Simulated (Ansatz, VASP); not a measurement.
One calculation of Sr, two programs

```xyz
1
Lattice="-2.4621 2.4621 2.4621 2.4621 -2.4621 2.4621 2.4621 2.4621 -2.4621" Properties=species:S:1:pos:R:3 pbc="T T T"
Sr    0.0000    0.0000    0.0000
```

Alike in both runs: task single point; functional PBEsol; k mesh 6 × 6 × 6; occupations gaussian, width 0.1 eV; no spin polarisation.

```csv
,VASP,Ansatz
version,VASP 6.6.1,Ansatz 0.2.0
potentials or method,"VASP PAW PBE potentials, release 64 (Sr_sv), cutoff 520 eV","scalar-relativistic, plane waves, PAW"
valence electrons in the cell,10,10
```

```tsv
	VASP	Ansatz	Ansatz less VASP
gap on the k mesh at the Fermi level (eV)	none	none	-
pressure (GPa)	-1.5	-1.5	0.00
```

VASP's potentials were made for PBE, not for PBEsol. A gap of «none» marks a metal or a gap that the smearing closes. The functional is the same, so the differences come from potentials, cutoffs and numerics.
